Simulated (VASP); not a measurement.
A run of VASP 6.6.1 is set up as follows.

File INCAR:

```
  PREC = Accurate
  ENCUT = 520
  EDIFF = 1E-6
  ISMEAR = -1
  SIGMA = 0.02
  LREAL = False
  LASPH = True
  NELM = 80
  ALGO = Normal
  ISIF = 2
  LWAVE = False
  LCHARG = False
  GGA = PE
  NBANDS = 11
```

File KPOINTS:

```
Automatic mesh
0
Gamma
  10 10 10
```

POSCAR

```
MgO
1.0
    0.0000000000      2.1021674158      2.1021674158
    2.1547216012      0.0000000000      2.1021674158
    2.1547216012      2.1021674158      0.0000000000
Mg O
1 1
Direct
    0.0000000000      0.0000000000      0.0000000000
    0.5000000000      0.5000000000      0.5000000000
```

Potentials or basis: VASP PAW PBE potentials, release 64 (Mg, O).

Command:

```sh
$ cat potpaw_PBE.64/Mg/POTCAR potpaw_PBE.64/O/POTCAR > POTCAR
$ mpirun -np 1 vasp_std > vasp.out
```

Q: What does it give for the pressure?

A: 1.0 GPa.

Q: What does it give for the band gap on the k mesh?

A: 4.50 eV, direct.

Stress tensor (GPa, compression positive):
```
-1.97  0.00  0.00
 0.00  2.52  0.00
 0.00  0.00  2.52
```

Caveat: the cell differs from its parent crystal (uniaxial x strain +2.5%).
